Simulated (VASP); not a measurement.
Write the native input for VASP 6.6.1 that does the following.

```yaml
Task: relaxation of shape and atoms at fixed volume
Functional: PBEsol
Potentials_or_basis: VASP PAW PBE potentials, release 64 (Co)
Cutoff: 600 eV
k_mesh: 18 × 18 × 10
Occupations: gaussian, width 0.1 eV
Spin: collinear spin, ferromagnetic start
Starting_moments: "[1.8, 1.8] μB"
Dipole_correction: no
Further_INCAR_settings: ALGO = Normal; EDIFF = 1e-06; IBRION = 2; EDIFFG = -0.01; NSW = 50; ISIF = 4
```

The structure of Co lies in POSCAR:

```
Co
1.0
    2.3544583716      0.0000000000      0.0000000000
   -1.1772291858      2.0390207620      0.0000000000
    0.0000000000      0.0000000000      3.8021558067
Co
2
Direct
    0.3333333333      0.6666666667      0.2500000000
    0.6666666667      0.3333333333      0.7500000000
```

These files were run (other wordings do the same):

INCAR

```
SYSTEM = Co
ALGO = Normal
EDIFF = 1E-6
EDIFFG = -0.01
ENCUT = 600
GGA = PS
IBRION = 2
ISIF = 4
ISMEAR = 0
ISPIN = 2
LASPH = .TRUE.
LCHARG = .FALSE.
LMAXMIX = 4
LORBIT = 11
LREAL = .FALSE.
LWAVE = .FALSE.
MAGMOM = 1.8 1.8
NELM = 150
NSW = 50
PREC = Accurate
SIGMA = 0.1
```

KPOINTS

```
k-points
0
G
  18 18 10
  0 0 0
```

Potentials or basis: VASP PAW PBE potentials, release 64 (Co).

Command:

```console
$ cat potpaw_PBE.64/Co/POTCAR > POTCAR
$ mpirun -np 1 vasp_std > vasp.out
```

It gave:

| Quantity | Value |
| --- | --- |
| Energy gained by relaxing | 0.0 meV/atom |
| Ionic steps | 2 |
| Pressure after relaxing | 40.6 GPa |
| Net moment | 2.92 μB per cell |
| Site moments | Co +1.45 μB |
| Valence electrons inside the program's atomic spheres | Co 8.67 |

Caveat: the PAW data sets were made with another functional, which shifts forces and pressure a little.

Run time: 71 s on 1 thread of Intel(R) Xeon(R) 6975P-C (Granite Rapids), with other jobs on the host, peak memory 0.23 GiB.
